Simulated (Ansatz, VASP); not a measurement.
**Os: VASP beside Ansatz**

Contents of INCAR:

```
SYSTEM = Os
PREC = Accurate
ENCUT = 520
EDIFF = 1E-7
ISMEAR = 0
SIGMA = 0.15
LREAL = .False.
LASPH = .True.
NELM = 60
ALGO = Fast
ISIF = 2
LWAVE = .False.
LCHARG = .False.
GGA = PS
NBANDS = 10
```

Contents of KPOINTS:

```
regular mesh
0
Gamma
  24 24 24
  0 0 0
```

File POSCAR:

```
Os
1.0
    0.1011060356      1.9968442025      1.9968442025
    1.9968442025      0.1011060356      1.9968442025
    1.9968442025      1.9968442025      0.1011060356
Os
1
Direct
    0.0000000000      0.0000000000      0.0000000000
```

Input for Ansatz:

```yaml
crystal:
  lattice:
    - [0.1011060356, 1.9968442025, 1.9968442025]
    - [1.9968442025, 0.1011060356, 1.9968442025]
    - [1.9968442025, 1.9968442025, 0.1011060356]
  atoms:
    - { symbol: Os, position: [0.0, 0.0, 0.0] }
basis:
  ecutwfc: 420
kpoints:
  mp_grid: { grid: [24, 24, 24] }
hamiltonian:
  xc: pbesol
scf:
  occupations: { method: gaussian, width: 0.15 }
output:
  forces: true
  stress: true
  eigenvalues: true
  write_density: true
  write_potential: true
  elf: true
  volumetric_format: npy
```

Alike in both runs: task single point; functional PBEsol; k mesh 24 × 24 × 24; occupations gaussian, width 0.15 eV; no spin polarisation.

```csv
,VASP,Ansatz
version,VASP 6.6.1,Ansatz 0.2.0
potentials or method,"VASP PAW PBE potentials, release 64 (Os), cutoff 520 eV","scalar-relativistic, plane waves, PAW"
valence electrons in the cell,8,16
```

```csv
,VASP,Ansatz,Ansatz less VASP
gap on the k mesh at the Fermi level (eV),none,none,-
pressure (GPa),-17.1,-17.1,-0.03
"traceless stress, the component that is largest in VASP (GPa)",-13.95,-14.03,-0.083
```

VASP's potentials were made for PBE, not for PBEsol. A gap of «none» marks a metal or a gap that the smearing closes. VASP's potentials hold 8 valence electrons a cell and Ansatz's 16, so a difference there can come from the potentials and not from the codes.

Spin-orbit coupling is off throughout.
